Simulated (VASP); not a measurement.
Ge: single point with PBE+D3(BJ)

The system is Ge, a slab with vacuum.

```
Ge
1.0
     4.02269    0.00000    0.00000
    -2.01134    3.48375    0.00000
     0.00000    0.00000   18.86852
Ge
4
Direct
  0.33333 0.66667 0.27476
  0.66667 0.33333 0.23849
  0.00000 0.00000 0.51507
  0.33333 0.66667 0.47880
```

```yaml
Program: VASP 6.6.1
Task: single point
Functional: PBE
Dispersion: D3(BJ)
Potentials_or_basis: VASP PAW PBE potentials, release 64 (Ge_d)
Cutoff: 520 eV
k_mesh: 9 × 9 × 1
Occupations: gaussian, width 0.1 eV
Spin: no spin polarisation
Dipole_correction: yes
Further_INCAR_settings: ALGO = Normal; EDIFF = 1e-07; NBANDS = 36
```

```json
{"Largest force": "0.275 eV/Å", "Band gap on the k mesh": "zero (filled and empty bands touch)", "Dispersion energy per atom": "-0.201 eV"}
```

Forces in eV/Å, atoms in the order of the input:
```
Ge   0.000  0.000  0.275
Ge   0.000  0.000  0.020
Ge   0.000  0.000 -0.020
Ge   0.000  0.000 -0.275
```

Levels at points of the mesh, in eV from the Fermi level:
```
           k point  band 26  band 27  band 28  band 29  band 30  band 31
(0.00, 0.00, 0.00)    -0.47    -0.41    -0.41     0.51     0.68     1.93
```

Run time: 110 s on 1 thread of AMD EPYC 9R45 96-Core Processor (Zen 5), on a shared host, peak memory 0.35 GiB.
